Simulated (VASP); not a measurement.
Input of a VASP 6.6.1 run:

INCAR

```
PREC     = Accurate       # precision mode
ENCUT    = 520            # plane-wave cutoff, eV
EDIFF    = 1E-6           # SCF threshold, eV
ISMEAR   = 0              # smearing method
SIGMA    = 0.05           # smearing width, eV
LREAL    = False          # projectors in reciprocal space
LASPH    = True           # aspherical terms in the spheres
NELM     = 60             # most SCF steps
ALGO     = Normal         # electronic algorithm
ISIF     = 2              # what is computed and relaxed
LWAVE    = False          # write WAVECAR
LCHARG   = False          # write CHGCAR
NBANDS   = 29             # bands
```

KPOINTS

```
regular mesh
0
Gamma
  8 8 8
```

POSCAR

```
SnF4
1.0
   -1.9338750000      2.0250000000      3.9650000000
    1.9338750000     -2.0250000000      3.9650000000
    1.9338750000      2.0250000000     -3.9650000000
Sn F
1 4
Direct
    0.0000000000      0.0000000000      0.0000000000
    0.2370000000      0.2370000000      0.0000000000
    0.7630000000      0.7630000000      0.0000000000
    0.5000000000      0.0000000000      0.5000000000
    0.0000000000      0.5000000000      0.5000000000
```

Potentials or basis: VASP PAW LDA potentials, release 64 (Sn_d, F).

Command:

```sh
$ cat potpaw_LDA.64/Sn_d/POTCAR potpaw_LDA.64/F/POTCAR > POTCAR
$ mpirun -np 1 vasp_std > vasp.out
```

(1) What does it give for the band gap on the k mesh?

(2) What does it give for the largest force?

(3) Predict the pressure.

Answers

(1) 3.43 eV, indirect (least direct gap 3.68 eV).

(2) 0.460 eV/Å.

(3) 6.6 GPa.

Caveat: the cell differs from its parent crystal (strain -0.0450 x Voigt [1, 0, 0, 0, 0, 0]); spin-orbit coupling is left out, which moves the levels of the heavy elements.
